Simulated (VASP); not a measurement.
Ta, 1 atom in the cell. Symmetry: I4/mmm, No. 139, tetragonal system. The conventional cell has a = 3.486 Å, b = 3.486 Å, c = 2.963 Å, α = 90.00°, β = 90.00°, γ = 90.00°. Within 3.8 Å of Ta (site symmetry 4/mmm) lie 14 Ta at 2.88 to 3.49 Å.  This cell differs from its parent crystal: ratio of the length along z to the lengths across it x 0.85, volume and fractional coordinates fixed.

| Item | Value |
| --- | --- |
| Program | VASP 6.6.1 |
| Task | single point |
| Functional | r2SCAN |
| Potentials or basis | VASP PAW PBE potentials, release 64 (Ta_pv) |
| Cutoff | 520 eV |
| k mesh | 22 × 22 × 22 |
| Occupations | gaussian, width 0.15 eV |
| Spin | no spin polarisation |
| Dipole correction | no |
| Further INCAR settings | ALGO = Normal; EDIFF = 1e-06; NBANDS = 12 |

Potentials or basis: VASP PAW PBE potentials, release 64 (Ta_pv).

The run is started by

```sh
$ cat potpaw_PBE.64/Ta_pv/POTCAR > POTCAR
$ cp INCAR.step1 INCAR
$ mpirun -np 1 vasp_std > vasp.out
$ cp INCAR.step2 INCAR
$ mpirun -np 1 vasp_std > vasp.out
```

Hardware: 1 thread of Intel(R) Xeon(R) 6975P-C (Granite Rapids), with other jobs on the host.

Estimate the wall time of this run.

It took 3.4 min on 1 thread of Intel(R) Xeon(R) 6975P-C (Granite Rapids), with other jobs on the host, peak memory 0.29 GiB. Counts: k points 834.
